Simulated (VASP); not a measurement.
Set up this calculation in VASP 6.6.1, as the native input.

- Task: single point
- Functional: PBEsol
- Potentials or basis: VASP PAW PBE potentials, release 64 (In_d, Sb)
- Cutoff: 520 eV
- k mesh: 10 × 10 × 10
- Occupations: gaussian, width 0.15 eV
- Spin: no spin polarisation
- Dipole correction: no
- Further INCAR settings: ALGO = Normal; EDIFF = 1e-06; NBANDS = 22

The structure of InSb3 lies in POSCAR:

```
InSb3
1.0
    4.5068634070      0.0000000000      0.0000000000
    0.0000000000      4.5068634070      0.0000000000
    0.0000000000      0.0000000000      4.7885423700
In Sb
1 3
Direct
    0.0000000000      0.0000000000      0.0000000000
    0.5000000000      0.0000000000      0.5000000000
    0.0000000000      0.5000000000      0.5000000000
    0.5000000000      0.5000000000      0.0000000000
```

This cell differs from its parent crystal: volume 24.316 Å^3 an atom, c/a of the conventional cell 1.0625.

One way to write it, as run:

INCAR

```
SYSTEM = InSb3
ALGO = Normal ; EDIFF = 1E-6
ENCUT = 520 ; GGA = PS
ISIF = 2 ; ISMEAR = 0
LASPH = .TRUE. ; LCHARG = .FALSE.
LREAL = .FALSE. ; LWAVE = .FALSE.
NBANDS = 22 ; NELM = 100
PREC = Accurate ; SIGMA = 0.15
```

KPOINTS

```
k-points
0
G
  10 10 10
  0 0 0
```

Potentials or basis: VASP PAW PBE potentials, release 64 (In_d, Sb).

Run with:

```bash
$ cat potpaw_PBE.64/In_d/POTCAR potpaw_PBE.64/Sb/POTCAR > POTCAR
$ mpirun -np 1 vasp_std > vasp.out
```

It gave:

```yaml
Pressure: 6.1 GPa
Band_gap_on_the_k_mesh: zero (band 14 reaches 12.95 eV, above the bottom of band 15 at 7.93 eV)
```

Caveat: the PAW data sets were made with another functional, which shifts forces and pressure a little; spin-orbit coupling is left out, which moves the levels of the heavy elements.

It took 2 min on 1 thread of Intel Xeon 6975P-C (shared host), peak memory 0.39 GiB.
